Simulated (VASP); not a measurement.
# GaP in VASP: a series of runs, part 2 of 2

VASP 6.6.1. Earlier steps stand in the parts before.

## Step 4: Single point, PBE

This run uses another cell than the first one.

The input, INCAR:

```
  PREC = Accurate
  ENCUT = 520
  EDIFF = 1E-6
  ISMEAR = 0
  SIGMA = 0.05
  LREAL = F
  LASPH = T
  NELM = 100
  ALGO = Normal
  ISIF = 2
  LWAVE = F
  LCHARG = F
  LDIPOL = T
  IDIPOL = 3
  DIPOL = 0.5 0.5 0.500
  GGA = PE
  NBANDS = 46
```

The input, KPOINTS:

```
Automatic mesh
0
Gamma
  9 9 1
```

The input, POSCAR:

```
GaP
1.0
    3.8926748893      0.0000000000      0.0000000000
   -1.9463374447      3.3711553428      0.0000000000
    0.0000000000      0.0000000000     17.3296561479
P Ga
4 4
Direct
    0.0000000000      0.0000000000      0.2019659230
    0.3333333333      0.6666666667      0.3853715089
    0.6666666667      0.3333333333      0.5687770947
    0.0000000000      0.0000000000      0.7521826805
    0.3333333333      0.6666666667      0.2478173195
    0.6666666667      0.3333333333      0.4312229053
    0.0000000000      0.0000000000      0.6146284911
    0.3333333333      0.6666666667      0.7980340770
```

Potentials or basis: VASP PAW PBE potentials, release 64 (P, Ga_d).

Run with:

```
cat potpaw_PBE.64/P/POTCAR potpaw_PBE.64/Ga_d/POTCAR > POTCAR
mpirun -np 1 vasp_std > vasp.out
```

OUTCAR:

```text
PREC = Accurate
   ENCUT = 520
   EDIFF = 1E-6
   ISMEAR = 0
   LREAL = F
   LASPH = T
   NELM = 100
   ISIF = 2
   GGA = PE

 ion  position               nearest neighbor table
   1  0.000  0.000  0.202-   5 2.38   5 2.38   5 2.38
   2  0.333  0.667  0.385-   6 2.38   6 2.38   6 2.38   5 2.38
   3  0.667  0.333  0.569-   7 2.38   7 2.38   7 2.38   6 2.38
   4  0.000  0.000  0.752-   8 2.38   8 2.38   8 2.38   7 2.38
   5  0.333  0.667  0.248-   1 2.38   1 2.38   1 2.38   2 2.38
   6  0.667  0.333  0.431-   2 2.38   2 2.38   2 2.38   3 2.38
[... 793 lines left out ...]
  in kB       -7.5343532     -7.5343532     15.1172577      0.0000000      0.0000000      0.0000000
  external PRESSURE =       0.0161838 kB  Pullay stress =       0.0000000 kB

 VOLUME and BASIS-vectors are now :
 -----------------------------------------------------------------------------
  energy-cutoff  :      520.00
  volume of cell :      227.41
      direct lattice vectors                 reciprocal lattice vectors
     3.892674889  0.000000000  0.000000000     0.256892761  0.148317105  0.000000000
    -1.946337445  3.371155343  0.000000000     0.000000000  0.296634209  0.000000000
     0.000000000  0.000000000 17.329656148     0.000000000  0.000000000  0.057704549

 POSITION                                       TOTAL-FORCE (eV/Angst)
 -----------------------------------------------------------------------------------
      0.00000      0.00000      3.50000         0.000000     -0.000000      0.053523
     -0.00000      2.24744      6.67836         0.000000     -0.000000      0.561821
      1.94634      1.12372      9.85671         0.000000     -0.000000      0.387542
      0.00000      0.00000     13.03507        -0.000000     -0.000000      0.675216
     -0.00000      2.24744      4.29459        -0.000000     -0.000000     -0.475218
      1.94634      1.12372      7.47294         0.000000      0.000000     -0.412991
      0.00000      0.00000     10.65130        -0.000000     -0.000000     -0.490099
     -0.00000      2.24744     13.82966         0.000000      0.000000     -0.299793
 -----------------------------------------------------------------------------------
    total drift:                               -0.000007      0.000002     -0.006449

  FREE ENERGIE OF THE ION-ELECTRON SYSTEM (eV)
  ---------------------------------------------------
  free  energy   TOTEN  =       -34.1176514850 eV

  energy  without entropy=      -34.1066130819  energy(sigma->0) =      -34.11213228

 vacuum level on the upper side and lower side of the slab         4.130         7.205
```

OSZICAR:

```text
N       E                     dE             d eps       ncg     rms          rms(c)
DAV:   1     0.632501647452E+03    0.63250E+03   -0.32983E+04  1208   0.205E+03
DAV:   2     0.648812163912E+02   -0.56762E+03   -0.54454E+03  1182   0.566E+02
DAV:   3    -0.294589140205E+02   -0.94340E+02   -0.91937E+02  1316   0.167E+02
DAV:   4    -0.358821983443E+02   -0.64233E+01   -0.63753E+01  1416   0.432E+01
[... 25 lines left out ...]
DAV:  30    -0.341176593767E+02    0.14261E-04   -0.34245E-04  1410   0.293E-02    0.358E-02
DAV:  31    -0.341176577695E+02    0.16073E-05   -0.74533E-06  1098   0.113E-02    0.334E-02
DAV:  32    -0.341176546660E+02    0.31035E-05   -0.12068E-05   960   0.769E-03    0.298E-02
DAV:  33    -0.341176524707E+02    0.21952E-05   -0.14290E-05  1068   0.878E-03    0.205E-02
DAV:  34    -0.341176514850E+02    0.98575E-06   -0.25238E-06   976   0.676E-03
   1 F= -.34117651E+02 E0= -.34112132E+02  d E =-.110384E-01
```

stdout:

```text
POSCAR found type information on POSCAR P Ga
 POSCAR found :  2 types and       8 ions
 scaLAPACK will be used
 LDA part: xc-table for (Slater+PW92), standard interpolation
 POSCAR, INCAR and KPOINTS ok, starting setup
 FFT: planning ... GRIDC
 FFT: planning ... GRID_SOFT
 FFT: planning ... GRID
 WAVECAR not read
 entering main loop
```

It took 7 min on 1 thread of Intel Xeon 8259CL, shared host; peak memory 0.39 GiB.

What came out:

- Free energy: -34.1177 eV
- Largest force: 0.675 eV/Å
- Band gap on the k mesh: zero (bands 36 and 37 overlap by 0.29 eV)

Forces in eV/Å, atoms in the order of the input:
```
P    0.000  0.000  0.054
P    0.000  0.000  0.562
P    0.000  0.000  0.388
P    0.000  0.000  0.675
Ga   0.000  0.000 -0.475
Ga   0.000  0.000 -0.413
Ga   0.000  0.000 -0.490
Ga   0.000  0.000 -0.300
```

Levels at points of the mesh, in eV from the Fermi level:
```csv
k point,band 33,band 34,band 35,band 36,band 37,band 38,band 39,band 40
"(0.00, 0.00, 0.00)",-0.61,-0.59,0.29,0.29,0.47,0.99,1.59,2.07
```

## Step 5: Single point, PBE

The input, INCAR:

```
ALGO     = Normal         # electronic algorithm
DIPOL    = 0.5 0.5 0.500
EDIFF    = 1E-7           # SCF threshold, eV
ENCUT    = 520            # plane-wave cutoff, eV
GGA      = PE             # functional
IDIPOL   = 3            
ISIF     = 2              # what is computed and relaxed
ISMEAR   = 0              # smearing method
LASPH    = True           # aspherical terms in the spheres
LCHARG   = False          # write CHGCAR
LDIPOL   = True         
LREAL    = False          # projectors in reciprocal space
LWAVE    = False          # write WAVECAR
NBANDS   = 46             # bands
NELM     = 100            # most SCF steps
PREC     = Accurate       # precision mode
SIGMA    = 0.05           # smearing width, eV
```

The input, KPOINTS:

```
k-points
0
Gamma
  9 9 1
```

The input, POSCAR:

```
GaP
1.0
    3.8926748893      0.0000000000      0.0000000000
   -1.9463374447      3.3711553428      0.0000000000
    0.0000000000      0.0000000000     25.3296561479
P Ga
4 4
Direct
    0.0000000000      0.0000000000      0.2960956105
    0.3333333333      0.6666666667      0.4215752348
    0.6666666667      0.3333333333      0.5470548591
    0.0000000000      0.0000000000      0.6725344835
    0.3333333333      0.6666666667      0.3274655165
    0.6666666667      0.3333333333      0.4529451409
    0.0000000000      0.0000000000      0.5784247652
    0.3333333333      0.6666666667      0.7039043895
```

Run with:

```
cat potpaw_PBE.64/P/POTCAR potpaw_PBE.64/Ga_d/POTCAR > POTCAR
mpirun -np 1 vasp_std > vasp.out
```

Run time: 10 min. Hardware: 1 thread of Intel Xeon 8259CL, shared host; peak memory 0.47 GiB.

Results (log left out):

```yaml
Free_energy: -34.1244 eV
Largest_force: 0.672 eV/Å
Band_gap_on_the_k_mesh: zero (bands 36 and 37 overlap by 0.29 eV)
```

Forces in eV/Å, atoms in the order of the input:
```
P    0.000  0.000  0.052
P    0.000  0.000  0.558
P    0.000  0.000  0.382
P    0.000  0.000  0.672
Ga   0.000  0.000 -0.479
Ga   0.000  0.000 -0.412
Ga   0.000  0.000 -0.488
Ga   0.000  0.000 -0.285
```

Levels at points of the mesh, in eV from the Fermi level:
```tsv
k point	band 34	band 35	band 36	band 37	band 38	band 39
(0.00, 0.00, 0.00)	-0.61	0.29	0.29	0.50	0.99	1.58
```

## Step 6: Summary

| cell | k mesh | gap on the mesh (eV) | largest force (eV/Å) |
| --- | --- | --- | --- |
| a = 3.893, b = 3.893, c = 25.330 Å, angles 90.0, 90.0, 120.0°, 8 atoms, atomic positions A | 1 × 1 × 1 | - | 1.63 |
| a = 3.893, b = 3.893, c = 15.795 Å, angles 90.0, 90.0, 120.0°, 2 atoms, atomic positions B | 9 × 9 × 1 | 1.30 | 1.25 |
| a = 3.893, b = 3.893, c = 17.330 Å, angles 90.0, 90.0, 120.0°, 8 atoms, atomic positions A | 9 × 9 × 1 | none | 0.68 |
| a = 3.893, b = 3.893, c = 25.330 Å, angles 90.0, 90.0, 120.0°, 8 atoms, atomic positions A | 9 × 9 × 1 | none | 0.67 |

Alike in all rows: task single point; level PBE; potentials or basis VASP PAW PBE potentials, release 64 (P, Ga_d); no spin polarisation; cutoff (eV) 520; smearing gaussian 0.05 eV.

Caveats: some runs use coarse meshes.

Absolute energies hang on the potentials; compare differences alone.
